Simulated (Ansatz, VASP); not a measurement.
**Cd: VASP beside Ansatz**

```
CELL_PARAMETERS angstrom
3.09307 0.00000 0.00000
-1.54653 2.67868 0.00000
0.00000 0.00000 10.43074
ATOMIC_POSITIONS crystal
Cd 0.66667 0.33333 0.75000
Cd 0.00000 0.00000 0.50000
Cd 0.33333 0.66667 0.25000
Cd 0.00000 0.00000 0.00000
```

Alike in both runs: functional r2SCAN; k mesh 6 × 6 × 2; occupations fermi-dirac, width 0.05 eV; no spin polarisation.

|  | VASP | Ansatz |
| --- | --- | --- |
| version | VASP 6.6.1 | Ansatz 0.2.0 |
| potentials or method | VASP PAW PBE potentials, release 64 (Cd) | Ansatz PAW |
| plane-wave cutoff (eV) | 520 | 500 |
| valence electrons in the cell | 48 | 80 |
| task | single point | projected density of states |

VASP gave:

```
gap on the k mesh at the Fermi level (eV)                     : none
pressure (GPa)                                                : 1.0
traceless stress, the component that is largest in VASP (GPa) : 3.42
```

**Question.** Which values does Ansatz return?

**Answer.** gap on the k mesh at the Fermi level (eV): none; pressure (GPa): 0.6; traceless stress, the component that is largest in VASP (GPa): 3.52.

VASP's potentials were made for PBE, not for r2SCAN. A gap of «none» marks a metal or a gap that the smearing closes. VASP's potentials hold 48 valence electrons a cell and Ansatz's 80, so a difference there can come from the potentials and not from the codes.

The k mesh is coarse, so the values compare programs but aren't converged.
